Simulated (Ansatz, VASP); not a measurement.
**Tl: VASP beside Ansatz**

The input INCAR:

```
PREC = Accurate
ENCUT = 520
EDIFF = 1E-6
ISMEAR = 0
SIGMA = 0.1
LREAL = F
LASPH = T
NELM = 80
ALGO = Fast
ISIF = 2
LWAVE = F
LCHARG = F
GGA = PS
NBANDS = 34
```

The input KPOINTS:

```
Automatic mesh
0
Gamma
  8 8 14
```

POSCAR

```
Tl
1.0
    5.0353262788      0.0000000000      0.0000000000
    0.0000000000      5.0353262788      0.0000000000
    0.0000000000      0.0000000000      2.9079352207
Tl
4
Direct
    0.5000000000      0.5000000000      0.0000000000
    0.0000000000      0.0000000000      0.0000000000
    0.5000000000      0.0000000000      0.5203135305
    0.0000000000      0.5000000000      0.4796864695
```

Input for Ansatz:

```yaml
crystal:
  lattice:
    - [5.0353262788, 0.0, 0.0]
    - [0.0, 5.0353262788, 0.0]
    - [0.0, 0.0, 2.9079352207]
  atoms:
    - { symbol: Tl, position: [0.5, 0.5, 0.0] }
    - { symbol: Tl, position: [0.0, 0.0, 0.0] }
    - { symbol: Tl, position: [0.5, 0.0, 0.5203135305] }
    - { symbol: Tl, position: [0.0, 0.5, 0.4796864695] }
basis:
  ecutwfc: 420
kpoints:
  mp_grid: { grid: [8, 8, 14] }
hamiltonian:
  xc: pbesol
scf:
  occupations: { method: gaussian, width: 0.1 }
output:
  forces: true
  stress: true
  eigenvalues: true
```

Alike in both runs: task single point; functional PBEsol; k mesh 8 × 8 × 14; occupations gaussian, width 0.1 eV; no spin polarisation.

|  | VASP | Ansatz |
| --- | --- | --- |
| version | VASP 6.6.1 | Ansatz 0.2.0 |
| potentials or method | VASP PAW PBE potentials, release 64 (Tl_d), cutoff 520 eV | scalar-relativistic, plane waves, PAW |
| valence electrons in the cell | 52 | 52 |

|  | VASP | Ansatz | Ansatz less VASP |
| --- | --- | --- | --- |
| gap on the k mesh at the Fermi level (eV) | none | none | - |
| pressure (GPa) | 53.7 | 53.7 | +0.02 |
| traceless stress, the component that is largest in VASP (GPa) | 6.13 | 6.12 | -0.009 |
| rms of the force components (eV/Å) | 0.085 | 0.085 | -0.0007 |

VASP's potentials were made for PBE, not for PBEsol. Atom by atom the forces differ by 0.001 eV/Å (rms over components). A gap of «none» marks a metal or a gap that the smearing closes. Both programs put the cell under a high pressure, so it lies far from rest at this level. The functional is the same, so the differences come from potentials, cutoffs and numerics.

Spin-orbit coupling is off throughout.
